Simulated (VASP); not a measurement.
# Si in VASP: further runs

Runs on Si. Level: PBE+D3(BJ). Tasks: single point.

Everything below comes from runs of VASP 6.6.1. Logs are shortened: lines on timing, memory, paths and dates and some standing lists are left out, and cuts for length are marked.

**1. The cell of the first run**

The cell holds a slab with vacuum, 4 atoms: a = 3.848 Å, b = 3.848 Å, c = 18.442 Å, α = 90.00°, β = 90.00°, γ = 120.00°.

**2. Single point, PBE+D3(BJ) (layers slid over each other)**

The input, INCAR:

```
SYSTEM = Si
PREC = Accurate ; ENCUT = 520
EDIFF = 1E-6 ; ISMEAR = 0
SIGMA = 0.1 ; LREAL = .FALSE.
LASPH = .TRUE. ; NELM = 100
ALGO = Normal ; ISIF = 2
LWAVE = .FALSE. ; LCHARG = .FALSE.
LDIPOL = .TRUE. ; IDIPOL = 3
DIPOL = 0.5 0.5 0.373 ; GGA = PE
IVDW = 12 ; NBANDS = 16
```

The input, KPOINTS:

```
regular mesh
0
G
  9 9 1
  0 0 0
```

The input, POSCAR:

```
Si
1.0
    3.8475254748      0.0000000000      0.0000000000
   -1.9237627374      3.3320548028      0.0000000000
    0.0000000000      0.0000000000     18.4415958287
Si
4
Direct
    0.3333333333      0.6666666667      0.2695427207
    0.6666666667      0.3333333333      0.2440135898
    0.0000000000      1.5000000000      0.5011277719
    0.3333333333      1.1666666667      0.4755986410
```

Potentials or basis: VASP PAW PBE potentials, release 64 (Si).

Run with:

```sh
$ cat potpaw_PBE.64/Si/POTCAR > POTCAR
$ mpirun -np 1 vasp_std > vasp.out
```

OUTCAR:

```text
SYSTEM = Si
   PREC = Accurate
   ENCUT = 520
   EDIFF = 1E-6
   ISMEAR = 0
   LREAL = .FALSE.
   LASPH = .TRUE.
   NELM = 100
   ISIF = 2
   GGA = PE
   IVDW = 12
 IVDW          = 12

 ion  position               nearest neighbor table
   1  0.333  0.667  0.270-   2 2.27   2 2.27   2 2.27
   2  0.667  0.333  0.244-   1 2.27   1 2.27   1 2.27
   3  0.000  0.500  0.501-   4 2.27   4 2.27   4 2.27
   4  0.333  0.167  0.476-   3 2.27   3 2.27   3 2.27

  LATTYP: Found a hexagonal cell.
 ALAT       =     3.8475254748
 C/A-ratio  =     4.7931055816

  Lattice vectors:

 A1 = (   3.8475254748,   0.0000000000,   0.0000000000)
 A2 = (  -1.9237627374,   3.3320548028,   0.0000000000)
 A3 = (   0.0000000000,   0.0000000000,  18.4415958287)

Analysis of symmetry for initial positions (statically):
=====================================================================
 Subroutine PRICEL returns:
 Original cell was already a primitive cell.

 Routine SETGRP: Setting up the symmetry group for a
 hexagonal supercell.

 Subroutine GETGRP returns: Found  4 space group operations
 (whereof  2 operations were pure point group operations)
 out of a pool of 24 trial point group operations.

The static configuration has the point symmetry C_1h.
 The point group associated with its full space group is C_2h.

Analysis of symmetry for dynamics (positions and initial velocities):
=====================================================================
 Subroutine PRICEL returns:
 Original cell was already a primitive cell.

 Routine SETGRP: Setting up the symmetry group for a
 hexagonal supercell.

 Subroutine GETGRP returns: Found  4 space group operations
 (whereof  2 operations were pure point group operations)
 out of a pool of 24 trial point group operations.

The dynamic configuration has the point symmetry C_1h.
 The point group associated with its full space group is C_2h.

 Subroutine INISYM returns: Found  4 space group operations
 (whereof  2 operations are pure point group operations),
 and found     1 'primitive' translations

----------------------------------------------------------------------------------------

                                     Primitive cell

  volume of cell :     236.4243

  direct lattice vectors                    reciprocal lattice vectors
     3.847525475  0.000000000  0.000000000     0.259907311  0.150057556  0.000000000
    -1.923762737  3.332054803  0.000000000     0.000000000  0.300115112  0.000000000
     0.000000000  0.000000000 18.441595829     0.000000000  0.000000000  0.054225242

  length of vectors
     3.847525475  3.847525475 18.441595829     0.300115112  0.300115112  0.054225242

  position of ions in fractional coordinates (direct lattice)
     0.333333333  0.666666667  0.269542721
     0.666666667  0.333333333  0.244013590
     1.000000000  0.500000000  0.501127772
     0.333333333  0.166666667  0.475598641

  ion indices of the primitive-cell ions
   primitive index   ion index
                 1           1
                 2           2
                 3           3
                 4           4

----------------------------------------------------------------------------------------

 KPOINTS: regular mesh

Automatic generation of k-mesh.
 Grid dimensions read from file:
 generate k-points for:    9    9    1

 Generating k-lattice:

  Cartesian coordinates                     Fractional coordinates (reciprocal lattice)
     0.028878590  0.016673062  0.000000000     0.111111111  0.000000000  0.000000000
     0.000000000  0.033346124  0.000000000     0.000000000  0.111111111  0.000000000
     0.000000000  0.000000000  0.054225242     0.000000000  0.000000000  1.000000000

  Length of vectors
     0.033346124  0.033346124  0.054225242

  Shift w.r.t. Gamma in fractional coordinates (k-lattice)
     0.000000000  0.000000000  0.000000000

 Subroutine IBZKPT returns following result:
 ===========================================

 Found     25 irreducible k-points:

 Following reciprocal coordinates:
            Coordinates               Weight
  0.000000  0.000000  0.000000      1.000000
  0.111111  0.000000  0.000000      2.000000
  0.000000  0.111111  0.000000      4.000000
  0.222222  0.000000  0.000000      2.000000
  0.000000  0.222222  0.000000      4.000000
  0.333333  0.000000  0.000000      2.000000
[... 16 lines left out ...]
 -0.222222 -0.444444  0.000000      4.000000
  0.444444  0.333333  0.000000      4.000000
   k-points           NKPTS =     25   k-points in BZ     NKDIM =     25   number of bands    NBANDS=     16
   number of dos      NEDOS =    301   number of ions     NIONS =      4
   total plane-waves  NPLWV = 126000
   dimension x,y,z NGX =    30 NGY =   30 NGZ =  140
   dimension x,y,z NGXF=    60 NGYF=   60 NGZF=  280
   ions per type =               4
   NGX,Y,Z   is equivalent  to a cutoff of  12.96, 12.96, 12.62 a.u.
   NGXF,Y,Z  is equivalent  to a cutoff of  25.93, 25.93, 25.24 a.u.
 SYSTEM =  Si
   PREC   = accura    normal or accurate (medium, high low for compatibility)
   ISTART =      0    job   : 0-new  1-cont  2-samecut
   ICHARG =      2    charge: 1-file 2-atom 10-const
   ISPIN  =      1    spin polarized calculation?
   LNONCOLLINEAR =      F non collinear calculations
   LSORBIT =      F    spin-orbit coupling
   LASPH  =      T    aspherical Exc in radial PAW
   ENCUT  =  520.0 eV  38.22 Ry    6.18 a.u.   7.15  7.15 34.29*2*pi/ulx,y,z
   NELM   =    100;   NELMIN=  2; NELMDL= -5     # of ELM steps
   EDIFF  = 0.1E-05   stopping-criterion for ELM
   LREAL  =      F    real-space projection
   EDIFFG = 0.1E-04   stopping-criterion for IOM
   NSW    =      0    number of steps for IOM
   IBRION =     -1    ionic relax: 0-MD 1-quasi-New 2-CG
   NFREE  =      0    steps in history (QN), initial steepest desc. (CG)
   ISIF   =      2    stress and relaxation
   ISYM   =      2    0-nonsym 1-usesym 2-fastsym
   POTIM  = 0.5000    time-step for ionic-motion
   TEBEG  =    0.0;   TEEND  =   0.0 temperature during run
   PSTRESS=    0.0 pullay stress
   NELECT =      16.0000    total number of electrons
   NUPDOWN=      -1.0000    fix difference up-down
   EMIN   =  10.00;   EMAX   =-10.00  energy-range for DOS
   EFERMI =   0.00;   METHOD = LEGACY
   ISMEAR =     0;   SIGMA  =   0.10  broadening in eV -4-tet -1-fermi 0-gaus
   EFERMI_NEDOS =   21; number of points for ismear=-14 and -15
   IALGO  =     38    algorithm
   IMIX   =      4    mixing-type and parameters
     AMIX     =   0.40;   BMIX     =  1.00
     AMIX_MAG =   1.60;   BMIX_MAG =  1.00
  volume/ion in A,a.u.               =      59.11       398.87
  Fermi-wavevector in a.u.,A,eV,Ry     =   0.667141  1.260713  6.055637  0.445077
  Thomas-Fermi vector in A             =   1.741657
   LORBIT       =      0    0 simple, 1 ext, 2 COOP (PROOUT), +10 PAW based schemes
   GGA     = PE    functional components
   LHFCALC =     F    Hartree Fock is set to
   AEXX    =    0.0000 exact exchange contribution
   IVDW    =    12    specifies the selected vdW correction
   LEPSILON=     F    determine dielectric tensor
   LRPA    =     F    only Hartree local field effects (RPA)
 non-spin polarized calculation
 Gauss-broadening in eV      SIGMA  =   0.10
  energy-cutoff  :      520.00
  volume of cell :      236.42
 maximum number of plane-waves:      6399
 NGX is ok and might be reduce to    30
   NGX = 15   NGY = 15   NGZ = 69

 dipolmoment           0.000000      0.000000      0.000026 electrons x Angstroem

 number of electron      16.0000002 magnetization

 dipolmoment           0.000000      0.000000     -0.000002 electrons x Angstroem

 Free energy of the ion-electron system (eV)
  ---------------------------------------------------
  ext. energy  EPLUGINS =         0.00000000
  ---------------------------------------------------
  free energy    TOTEN  =       -19.15704524 eV

  energy without entropy =      -19.15704218  energy(sigma->0) =      -19.15704371

 E-fermi :  -1.0756     XC(G=0):  -4.2039

 val. band max:       -1.3445984871   @ k =   0.3333   0.3333   0.0000
 cond. band min:      -0.8014152435   @ k =  -0.1111  -0.4444   0.0000
 fundamental gap:      0.5431832436
 Fermi energy:        -1.0756264808

 k-point     1 :       0.0000    0.0000    0.0000
  band No.  band energies     occupation
      1     -12.1817      2.00000
      2     -12.0494      2.00000
      3      -4.7100      2.00000
      4      -3.7051      2.00000
      5      -2.2217      2.00000
      6      -2.2052      2.00000
[... 8 lines left out ...]
     15       2.0332      0.00000
     16       2.5913      0.00000

 k-point     2 :       0.1111    0.0000    0.0000
  band No.  band energies     occupation
      1     -12.0359      2.00000
      2     -11.9042      2.00000
      3      -4.5994      2.00000
      4      -3.6750      2.00000
      5      -3.1944      2.00000
      6      -3.0777      2.00000
[... 8 lines left out ...]
     15       2.5736      0.00000
     16       2.6707      0.00000

 k-point     3 :       0.0000    0.1111    0.0000
  band No.  band energies     occupation
      1     -12.0358      2.00000
      2     -11.9042      2.00000
      3      -4.5931      2.00000
      4      -3.6942      2.00000
      5      -3.1676      2.00000
      6      -3.0954      2.00000
[... 8 lines left out ...]
     15       2.5632      0.00000
     16       2.6705      0.00000
[... 362 lines left out ...]
 k-point    23 :      -0.2222   -0.4444    0.0000
  band No.  band energies     occupation
      1      -9.6747      2.00000
      2      -9.5707      2.00000
      3      -8.1197      2.00000
      4      -8.0310      2.00000
      5      -5.0972      2.00000
      6      -5.0331      2.00000
[... 8 lines left out ...]
     15       4.6288      0.00000
     16       5.1547      0.00000

 k-point    24 :       0.4444    0.3333    0.0000
  band No.  band energies     occupation
      1      -9.6777      2.00000
      2      -9.5688      2.00000
      3      -8.1251      2.00000
      4      -8.0233      2.00000
      5      -5.1063      2.00000
      6      -5.0256      2.00000
[... 8 lines left out ...]
     15       4.7271      0.00000
     16       5.0653      0.00000

 [... further k-points ...]

------------------------ aborting loop because EDIFF is reached ----------------------------------------

 vacuum level on the upper side and lower side of the slab       (xc-potential included)        -0.159        -0.161

 Edisp (eV)   -0.99394

 E8    (eV) :    -0.4229

  FORCE on cell =-STRESS in cart. coord.  units (eV):
  Direction    XX          YY          ZZ          XY          YZ          ZX
  --------------------------------------------------------------------------------------
  -------------------------------------------------------------------------------------
  Total      -0.18707    -0.23739    -0.67252     0.04358    -0.06124    -0.10607
  in kB      -1.26769    -1.60873    -4.55747     0.29535    -0.41500    -0.71879
  external pressure =       -2.48 kB  Pullay stress =        0.00 kB

 VOLUME and BASIS-vectors are now :
 -----------------------------------------------------------------------------
  energy-cutoff  :      520.00
  volume of cell :      236.42
      direct lattice vectors                 reciprocal lattice vectors
     3.847525475  0.000000000  0.000000000     0.259907311  0.150057556  0.000000000
    -1.923762737  3.332054803  0.000000000     0.000000000  0.300115112  0.000000000
     0.000000000  0.000000000 18.441595829     0.000000000  0.000000000  0.054225242

 POSITION                                       TOTAL-FORCE (eV/Angst)
 -----------------------------------------------------------------------------------
     -0.00000      2.22137      4.97080         0.004884      0.002820      0.136241
      1.92376      1.11068      4.50000         0.018463      0.010659      0.027846
     -0.96188      1.66603      9.24160        -0.018463     -0.010659     -0.027846
      0.96188      0.55534      8.77080        -0.004884     -0.002820     -0.136241
 -----------------------------------------------------------------------------------
    total drift:                               -0.000000     -0.000000     -0.000019

  FREE ENERGIE OF THE ION-ELECTRON SYSTEM (eV)
  ---------------------------------------------------
  free  energy   TOTEN  =       -20.1509853887 eV

  energy  without entropy=      -20.1509823346  energy(sigma->0) =      -20.15098386

 vacuum level on the upper side and lower side of the slab         3.506         3.505
```

It took 3 min on 1 thread of Intel Xeon 6975P-C, shared host; peak memory 0.37 GiB.

Results:

```
Free energy                : -20.1510 eV
Largest force              : 0.136 eV/Å
Band gap on the k mesh     : 0.54 eV (least direct gap 0.66 eV)
Dispersion energy per atom : -0.248 eV
```

Forces on the atoms (eV/Å):
```
Si   0.005  0.003  0.136
Si   0.018  0.011  0.028
Si  -0.018 -0.011 -0.028
Si  -0.005 -0.003 -0.136
```

Levels at points of the mesh, in eV from the valence-band top:
```
           k point  band 5  band 6  band 7  band 8  band 9  band 10  band 11  band 12
(0.00, 0.00, 0.00)   -0.88   -0.86   -0.85   -0.83    2.36     2.40     2.60     3.37
```

Caveat: the cell differs from its parent crystal (layers slid over each other).

**3. Single point, PBE+D3(BJ) (layers slid over each other)**

The input, INCAR:

```
PREC = Accurate
ENCUT = 520
EDIFF = 1E-6
ISMEAR = 0
SIGMA = 0.1
LREAL = False
LASPH = True
NELM = 80
ALGO = Normal
ISIF = 2
LWAVE = False
LCHARG = False
LDIPOL = True
IDIPOL = 3
DIPOL = 0.5 0.5 0.373
GGA = PE
IVDW = 12
NBANDS = 16
```

The input, KPOINTS:

```
regular mesh
0
Gamma
  9 9 1
```

POSCAR, as its differences from that of step 2:

```diff
@@ -10,3 +10,3 @@
     0.6666666667      0.3333333333      0.2440135898
-    0.0000000000      1.5000000000      0.5011277719
-    0.3333333333      1.1666666667      0.4755986410
+    0.1666666667      1.3333333333      0.5011277719
+    0.5000000000      1.0000000000      0.4755986410
```

Potentials or basis: VASP PAW PBE potentials, release 64 (Si).

Run with:

```sh
$ cat potpaw_PBE.64/Si/POTCAR > POTCAR
$ mpirun -np 1 vasp_std > vasp.out
```

It took 3.3 min on 1 thread of Intel Xeon 6975P-C, shared host; peak memory 0.36 GiB.

Results (log left out):

| Property | Result |
| --- | --- |
| Free energy | -20.1759 eV |
| Largest force | 0.214 eV/Å |
| Band gap on the k mesh | 0.42 eV |
| Dispersion energy per atom | -0.248 eV |

Forces in eV/Å, atoms in the order of the input:
```
Si   0.000  0.053  0.207
Si   0.000  0.021  0.018
Si   0.000 -0.021 -0.018
Si   0.000 -0.053 -0.207
```

Levels at points of the mesh, in eV from the valence-band top:
| k point | band 5 | band 6 | band 7 | band 8 | band 9 | band 10 | band 11 | band 12 |
| --- | --- | --- | --- | --- | --- | --- | --- | --- |
| (0.00, 0.00, 0.00) | -0.98 | -0.97 | -0.96 | -0.96 | 2.26 | 2.28 | 2.46 | 3.21 |

Caveat: the cell differs from its parent crystal (layers slid over each other).

**4. Single point, PBE+D3(BJ) (layers slid over each other)**

The input, INCAR:

```
SYSTEM = Si
ALGO = Normal
DIPOL = 0.5 0.5 0.373
EDIFF = 1E-7
ENCUT = 520
GGA = PE
IDIPOL = 3
ISIF = 2
ISMEAR = 0
IVDW = 12
LASPH = .True.
LCHARG = .True.
LDIPOL = .True.
LELF = .True.
LREAL = .False.
LVACPOTAV = .True.
LVHAR = .True.
LWAVE = .False.
NBANDS = 16
NELM = 60
PREC = Accurate
SIGMA = 0.1
```

The input, KPOINTS:

```
k-points
0
Gamma
  9 9 1
  0 0 0
```

POSCAR, as its differences from that of step 3:

```diff
@@ -10,3 +10,3 @@
     0.6666666667      0.3333333333      0.2440135898
-    0.1666666667      1.3333333333      0.5011277719
-    0.5000000000      1.0000000000      0.4755986410
+    0.3333333333      1.1666666667      0.5011277719
+    0.6666666667      0.8333333333      0.4755986410
```

Run with:

```sh
$ cat potpaw_PBE.64/Si/POTCAR > POTCAR
$ mpirun -np 1 vasp_std > vasp.out
```

Run time: 3.1 min. Hardware: 1 thread of Intel Xeon 6975P-C, shared host; peak memory 0.37 GiB.

It converged, with:

```
Free energy                : -20.1822 eV
Largest force              : 0.215 eV/Å
Band gap on the k mesh     : 0.23 eV
Dispersion energy per atom : -0.248 eV
```

Forces in eV/Å, atoms in the order of the input:
```
Si   0.045  0.026  0.208
Si  -0.001 -0.001  0.028
Si   0.001  0.001 -0.028
Si  -0.045 -0.026 -0.208
```

Levels at points of the mesh, in eV from the valence-band top:
```csv
k point,band 6,band 7,band 8,band 9,band 10,band 11
"(0.00, 0.00, 0.00)",-1.06,-1.04,-1.02,2.15,2.22,2.36
```

Caveat: the cell differs from its parent crystal (layers slid over each other).

**5. Overview**

| cell | gap on the mesh (eV) | largest force (eV/Å) |
| --- | --- | --- |
| as given, atomic positions A | 0.54 | 0.14 |
| as given, atomic positions B | 0.42 | 0.21 |
| as given, atomic positions C | 0.23 | 0.21 |

Alike in all rows: task single point; level PBE+D3(BJ); potentials or basis VASP PAW PBE potentials, release 64 (Si); no spin polarisation; k mesh 9 × 9 × 1; cutoff (eV) 520; smearing gaussian 0.1 eV.

Absolute energies hang on the potentials; compare differences alone.
